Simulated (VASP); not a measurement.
Here is a VASP 6.6.1 calculation.

Contents of INCAR:

```
SYSTEM = AlAs
PREC = Accurate
ENCUT = 500
EDIFF = 1E-6
ISMEAR = 1
SIGMA = 0.01
LREAL = .FALSE.
LASPH = .TRUE.
NELM = 120
ALGO = Normal
ISIF = 2
LWAVE = .FALSE.
LCHARG = .TRUE.
GGA = PE
LELF = .TRUE.
LVHAR = .TRUE.
NBANDS = 11
GGA_COMPAT = .FALSE.
```

File KPOINTS:

```
regular mesh
0
G
  6 6 6
  0 0 0
```

POSCAR

```
AlAs
1.0
    0.0000000000      2.8066140015      2.8066140015
    2.8066140015      0.0000000000      2.8066140015
    2.8066140015      2.8066140015      0.0000000000
Al As
1 1
Direct
    0.0000000000      0.0000000000      0.0000000000
    0.2500000000      0.2500000000      0.2500000000
```

Potentials or basis: VASP PAW PBE potentials, release 64 (Al, As).

Run with:

```console
$ cat potpaw_PBE.64/Al/POTCAR potpaw_PBE.64/As/POTCAR > POTCAR
$ mpirun -np 1 vasp_std > vasp.out
```

**Question.** Estimate the pressure.

**Answer.** 4.9 GPa.

**Question.** Estimate the band gap on the k mesh.

**Answer.** 1.39 eV (least direct gap 2.26 eV).

Caveat: the cell stands under pressure. A k mesh can miss the band edges.
